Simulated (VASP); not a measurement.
# SrO (Fm-3m) in VASP: a series of runs, part 2 of 2

VASP 6.6.1. The steps go on from the part before.

## 5. Single point, HSE06

POSCAR reads:

```
SrO
1.0
    0.0000000000      2.5798923271      2.5798923271
    2.5798923271      0.0000000000      2.5798923271
    2.5798923271      2.5798923271      0.0000000000
Sr O
1 1
Direct
    0.0000000000      0.0000000000      0.0000000000
    0.5000000000      0.5000000000      0.5000000000
```

INCAR.step1 reads:

```
SYSTEM = SrO
PREC     = Accurate       ! precision mode
ENCUT    = 520            ! plane-wave cutoff, eV
EDIFF    = 1E-5           ! SCF threshold, eV
ISMEAR   = 0              ! smearing method
SIGMA    = 0.01           ! smearing width, eV
LREAL    = .FALSE.        ! projectors in reciprocal space
LASPH    = .TRUE.         ! aspherical terms in the spheres
NELM     = 80             ! most SCF steps
ALGO     = Normal         ! electronic algorithm
ISIF     = 2              ! what is computed and relaxed
LWAVE    = .TRUE.         ! write WAVECAR
GGA      = PE             ! functional
NBANDS   = 15             ! bands
```

INCAR.step2 reads:

```
SYSTEM = SrO
PREC     = Accurate       ! precision mode
ENCUT    = 520            ! plane-wave cutoff, eV
EDIFF    = 1E-7           ! SCF threshold, eV
ISMEAR   = 0              ! smearing method
SIGMA    = 0.01           ! smearing width, eV
LREAL    = .FALSE.        ! projectors in reciprocal space
LASPH    = .TRUE.         ! aspherical terms in the spheres
NELM     = 80             ! most SCF steps
ALGO     = Normal         ! electronic algorithm
ISIF     = 2              ! what is computed and relaxed
LWAVE    = .FALSE.        ! write WAVECAR
LCHARG   = .TRUE.         ! write CHGCAR
GGA      = PE             ! functional
LHFCALC  = .TRUE.         ! exact exchange
HFSCREEN = 0.2079         ! screening, 1/A
PRECFOCK = Normal       
LELF     = .TRUE.         ! ELF
LVHAR    = .TRUE.       
ISTART   = 1            
NBANDS   = 15             ! bands
```

KPOINTS reads:

```
Automatic mesh
0
G
  4 4 4
  0 0 0
```

Potentials or basis: VASP PAW PBE potentials, release 64 (Sr_sv, O).

Launch:

```console
> cat potpaw_PBE.64/Sr_sv/POTCAR potpaw_PBE.64/O/POTCAR > POTCAR
> cp INCAR.step1 INCAR
> mpirun -np 1 vasp_std > vasp.out
> cp INCAR.step2 INCAR
> mpirun -np 1 vasp_std > vasp.out
```

OUTCAR:

```text
SYSTEM = SrO
   PREC = Accurate
   ENCUT = 520
   EDIFF = 1E-7
   ISMEAR = 0
   LREAL = .FALSE.
   LASPH = .TRUE.
   NELM = 80
   ISIF = 2
   GGA = PE
   LHFCALC = .TRUE.
   HFSCREEN = 0.2079
   PRECFOCK = Normal
   ISTART = 1

 ion  position               nearest neighbor table
   1  0.000  0.000  0.000-   2 2.58   2 2.58   2 2.58   2 2.58   2 2.58   2 2.58
   2  0.500  0.500  0.500-   1 2.58   1 2.58   1 2.58   1 2.58   1 2.58   1 2.58

  LATTYP: Found a face centered cubic cell.
 ALAT       =     5.1597846542

  Lattice vectors:

 A1 = (   0.0000000000,   2.5798923271,   2.5798923271)
 A2 = (   2.5798923271,   0.0000000000,   2.5798923271)
 A3 = (   2.5798923271,   2.5798923271,   0.0000000000)

Analysis of symmetry for initial positions (statically):
=====================================================================
 Subroutine PRICEL returns:
 Original cell was already a primitive cell.

 Routine SETGRP: Setting up the symmetry group for a
 face centered cubic supercell.

 Subroutine GETGRP returns: Found 48 space group operations
 (whereof 48 operations were pure point group operations)
 out of a pool of 48 trial point group operations.

The static configuration has the point symmetry O_h .

Analysis of symmetry for dynamics (positions and initial velocities):
=====================================================================
 Subroutine PRICEL returns:
 Original cell was already a primitive cell.

 Routine SETGRP: Setting up the symmetry group for a
 face centered cubic supercell.

 Subroutine GETGRP returns: Found 48 space group operations
 (whereof 48 operations were pure point group operations)
 out of a pool of 48 trial point group operations.

The dynamic configuration has the point symmetry O_h .

 Subroutine INISYM returns: Found 48 space group operations
 (whereof 48 operations are pure point group operations),
 and found     1 'primitive' translations

----------------------------------------------------------------------------------------

                                     Primitive cell

  volume of cell :      34.3427

  direct lattice vectors                    reciprocal lattice vectors
     0.000000000  2.579892327  2.579892327    -0.193806538  0.193806538  0.193806538
     2.579892327  0.000000000  2.579892327     0.193806538 -0.193806538  0.193806538
     2.579892327  2.579892327  0.000000000     0.193806538  0.193806538 -0.193806538

  length of vectors
     3.648518718  3.648518718  3.648518718     0.335682770  0.335682770  0.335682770

  position of ions in fractional coordinates (direct lattice)
     0.000000000  0.000000000  0.000000000
     0.500000000  0.500000000  0.500000000

  ion indices of the primitive-cell ions
   primitive index   ion index
                 1           1
                 2           2

----------------------------------------------------------------------------------------

 KPOINTS: Automatic mesh

Automatic generation of k-mesh.
 Grid dimensions read from file:
 generate k-points for:    4    4    4

 Generating k-lattice:

  Cartesian coordinates                     Fractional coordinates (reciprocal lattice)
[... 31 lines left out ...]
   NGX,Y,Z   is equivalent  to a cutoff of  12.76, 12.76, 12.76 a.u.
   NGXF,Y,Z  is equivalent  to a cutoff of  25.52, 25.52, 25.52 a.u.
 SYSTEM =  SrO
   PREC   = accura    normal or accurate (medium, high low for compatibility)
   ISTART =      1    job   : 0-new  1-cont  2-samecut
   ICHARG =      0    charge: 1-file 2-atom 10-const
   ISPIN  =      1    spin polarized calculation?
   LNONCOLLINEAR =      F non collinear calculations
   LSORBIT =      F    spin-orbit coupling
   LASPH  =      T    aspherical Exc in radial PAW
   ENCUT  =  520.0 eV  38.22 Ry    6.18 a.u.   6.78  6.78  6.78*2*pi/ulx,y,z
   NELM   =     80;   NELMIN=  2; NELMDL=  0     # of ELM steps
   EDIFF  = 0.1E-06   stopping-criterion for ELM
   LREAL  =      F    real-space projection
   EDIFFG = 0.1E-05   stopping-criterion for IOM
   NSW    =      0    number of steps for IOM
   IBRION =     -1    ionic relax: 0-MD 1-quasi-New 2-CG
   NFREE  =      0    steps in history (QN), initial steepest desc. (CG)
   ISIF   =      2    stress and relaxation
   ISYM   =      3    0-nonsym 1-usesym 2-fastsym
   POTIM  = 0.5000    time-step for ionic-motion
   TEBEG  =    0.0;   TEEND  =   0.0 temperature during run
   PSTRESS=    0.0 pullay stress
   NELECT =      16.0000    total number of electrons
   NUPDOWN=      -1.0000    fix difference up-down
   EMIN   =  10.00;   EMAX   =-10.00  energy-range for DOS
   EFERMI =   0.00;   METHOD = LEGACY
   ISMEAR =     0;   SIGMA  =   0.01  broadening in eV -4-tet -1-fermi 0-gaus
   EFERMI_NEDOS =   21; number of points for ismear=-14 and -15
   IALGO  =     38    algorithm
   IMIX   =      1    mixing-type and parameters
     AMIX     =   0.40;   BMIX     =  1.00
     AMIX_MAG =   1.60;   BMIX_MAG =  1.00
  volume/ion in A,a.u.               =      17.17       115.88
  Fermi-wavevector in a.u.,A,eV,Ry     =   1.269122  2.398292 21.914492  1.610670
  Thomas-Fermi vector in A             =   2.402180
   LORBIT       =      0    0 simple, 1 ext, 2 COOP (PROOUT), +10 PAW based schemes
   GGA     = PE    functional components
   LHFCALC =     T    Hartree Fock is set to
   PRECFOCK=normal    Normal, Fast or Accurate (Low or Medium for compatibility)
   ENCUT4O =  -1.0   cutoff for four orbital integrals eV
   NKREDX  =     1    reduce k-point grid by
   NKREDY  =     1    reduce k-point grid by
   NKREDZ  =     1    reduce k-point grid by
   AEXX    =    0.2500 exact exchange contribution
   HFSCREEN=    0.2079 screening length (either q_TF or 0.3 A-1)
   HFSCREENC=   0.2079 screening length for correlation (either q_TF or 0.3 A-1)
   ENCUTFOCK=  -1.0 apply spherical cutoff to Coloumb kernel
   IVDW    =     0    specifies the selected vdW correction
   LEPSILON=     F    determine dielectric tensor
   LRPA    =     F    only Hartree local field effects (RPA)
 non-spin polarized calculation
 Gauss-broadening in eV      SIGMA  =   0.01
  energy-cutoff  :      520.00
  volume of cell :       34.34
 maximum number of plane-waves:       941
  NGX = 24; NGY = 24; NGZ = 24

 number of electron      15.9999998 magnetization

 Free energy of the ion-electron system (eV)
  ---------------------------------------------------
  ext. energy  EPLUGINS =         0.00000000
  ---------------------------------------------------
  free energy    TOTEN  =       -14.18159523 eV

  energy without entropy =      -14.18159523  energy(sigma->0) =      -14.18159523

 E-fermi :   0.6462     XC(G=0):  -8.2253

 val. band max:        0.5541996083   @ k =   0.0000   0.0000   0.0000
 cond. band min:       5.2970350001   @ k =   0.5000   0.5000   0.0000
 fundamental gap:      4.7428353918
 Fermi energy:         0.6461670264

 k-point     1 :       0.0000    0.0000    0.0000
  band No.  band energies     occupation
      1     -33.8166      2.00000
      2     -15.9933      2.00000
      3     -14.1767      2.00000
      4     -14.1767      2.00000
      5     -14.1767      2.00000
      6       0.5542      2.00000
      7       0.5542      2.00000
      8       0.5542      2.00000
      9       5.9435      0.00000
     10       8.3973      0.00000
     11       8.3973      0.00000
     12       8.3973      0.00000
     13      10.6242      0.00000
     14      10.6242      0.00000
[... 113 lines left out ...]
      2     -16.5103      2.00000
      3     -14.8658      2.00000
      4     -14.8658      2.00000
      5     -13.7396      2.00000
      6      -0.6293      2.00000
      7       0.0817      2.00000
      8       0.0817      2.00000
      9       8.1569      0.00000
     10       8.1569      0.00000
     11      10.8986      0.00000
     12      13.5502      0.00000
     13      13.8028      0.00000
     14      15.0885      0.00000
     15      17.0408      0.00000

------------------------ aborting loop because EDIFF is reached ----------------------------------------

  FORCE on cell =-STRESS in cart. coord.  units (eV):
  Direction    XX          YY          ZZ          XY          YZ          ZX
  --------------------------------------------------------------------------------------
  -------------------------------------------------------------------------------------
  Total        0.0463957      0.0463957      0.0463957     -0.0000000      0.0000000      0.0000000
  in kB        2.1644798      2.1644798      2.1644798     -0.0000000      0.0000000      0.0000000
  external PRESSURE =       2.1644798 kB  Pullay stress =       0.0000000 kB

 VOLUME and BASIS-vectors are now :
 -----------------------------------------------------------------------------
  energy-cutoff  :      520.00
  volume of cell :       34.34
      direct lattice vectors                 reciprocal lattice vectors
     0.000000000  2.579892327  2.579892327    -0.193806538  0.193806538  0.193806538
     2.579892327  0.000000000  2.579892327     0.193806538 -0.193806538  0.193806538
     2.579892327  2.579892327  0.000000000     0.193806538  0.193806538 -0.193806538

 POSITION                                       TOTAL-FORCE (eV/Angst)
 -----------------------------------------------------------------------------------
      0.00000      0.00000      0.00000         0.000000     -0.000000     -0.000000
      2.57989      2.57989      2.57989        -0.000000      0.000000      0.000000
 -----------------------------------------------------------------------------------
    total drift:                                0.000001      0.000001      0.000000

  FREE ENERGIE OF THE ION-ELECTRON SYSTEM (eV)
  ---------------------------------------------------
  free  energy   TOTEN  =       -14.1815952347 eV

  energy  without entropy=      -14.1815952347  energy(sigma->0) =      -14.18159523
```

It took 14 min on 1 thread of Intel Xeon 8259CL, shared host; peak memory 0.27 GiB.

What came out:

```
Free energy            : -14.1816 eV
Pressure               : 0.2 GPa
Band gap on the k mesh : 4.74 eV (least direct gap 4.85 eV)
```

Levels at points of the mesh, in eV from the valence-band top:
```tsv
k point	band 5	band 6	band 7	band 8	band 9	band 10	band 11	band 12
(0.00, 0.00, 0.00)	-14.73	0.00	0.00	0.00	5.39	7.84	7.84	7.84
(0.50, 0.00, 0.00)	-13.74	-2.24	-1.18	-1.18	8.20	9.90	10.64	10.64
(0.50, 0.50, 0.00)	-15.11	-0.50	-0.11	-0.11	4.74	9.48	11.97	12.06
```

Caveat: the k points lie up to 0.53 Å⁻¹ apart; the PAW data sets were made with another functional, which shifts forces and pressure a little.

## 6. Single point, PBE-based screened hybrid with 75 % exact exchange

POSCAR is that of step 5.

INCAR.step1 reads:

```
  PREC = Accurate
  ENCUT = 520
  EDIFF = 1E-5
  ISMEAR = 0
  SIGMA = 0.01
  LREAL = F
  LASPH = T
  NELM = 60
  ALGO = Normal
  ISIF = 2
  LWAVE = T
  LCHARG = F
  GGA = PE
  NBANDS = 15
```

INCAR.step2 reads:

```
  PREC = Accurate
  ENCUT = 520
  EDIFF = 1E-7
  ISMEAR = 0
  SIGMA = 0.01
  LREAL = F
  LASPH = T
  NELM = 60
  ALGO = Normal
  ISIF = 2
  LWAVE = F
  LCHARG = F
  GGA = PE
  LHFCALC = T
  AEXX = 0.75
  HFSCREEN = 0.2078
  PRECFOCK = Normal
  ISTART = 1
  NBANDS = 15
```

KPOINTS reads:

```
regular mesh
0
Gamma
  4 4 4
```

Potentials or basis: VASP PAW PBE potentials, release 64 (Sr_sv, O).

Launch:

```console
> cat potpaw_PBE.64/Sr_sv/POTCAR potpaw_PBE.64/O/POTCAR > POTCAR
> cp INCAR.step1 INCAR
> mpirun -np 1 vasp_std > vasp.out
> cp INCAR.step2 INCAR
> mpirun -np 1 vasp_std > vasp.out
```

It took 13 min on 1 thread of Intel Xeon 8259CL, shared host; peak memory 0.27 GiB.

Results (log left out):

| Item | Value |
| --- | --- |
| Free energy | -18.7509 eV |
| Pressure | -3.9 GPa |
| Band gap on the k mesh | 7.96 eV (least direct gap 8.08 eV) |

Levels at points of the mesh, in eV from the valence-band top:
```csv
k point,band 5,band 6,band 7,band 8,band 9,band 10,band 11,band 12
"(0.00, 0.00, 0.00)",-15.78,0.00,0.00,0.00,8.63,11.40,11.40,11.40
"(0.50, 0.00, 0.00)",-15.06,-2.34,-1.24,-1.24,11.75,13.17,14.57,14.57
"(0.50, 0.50, 0.00)",-16.20,-0.53,-0.12,-0.12,7.96,13.24,15.72,15.97
```

Caveat: the k points lie up to 0.53 Å⁻¹ apart; the PAW data sets were made with another functional, which shifts forces and pressure a little.

## 7. Overview

| level | k mesh | grid for exact exchange (PRECFOCK) | share of exact exchange | screening parameter | gap on the mesh (eV) | pressure (GPa) |
| --- | --- | --- | --- | --- | --- | --- |
| PBE | 6 × 6 × 6 | - | - | - | 3.27 | 2.4 |
| HSE06 | 4 × 4 × 4 | Normal | 0.25 | 0.2079 1/Å | 4.74 | 0.2 |
| r2SCAN50 | 4 × 4 × 4 | Normal | 0.5 | - | 7.97 | -2.3 |
| PBE-based screened hybrid with 75 % exact exchange | 4 × 4 × 4 | Normal | 0.75 | 0.2078 1/Å | 7.96 | -3.9 |

Alike in all rows: task single point; potentials or basis VASP PAW PBE potentials, release 64 (Sr_sv, O); no spin polarisation; cell as given; cutoff (eV) 520; smearing gaussian 0.01 eV.

Caveats: some runs use coarse meshes; the PAW data sets were made with another functional, which shifts forces and pressure a little (at least some runs).

Total energies depend on the potentials used, so only differences within one code and one set of settings carry meaning.
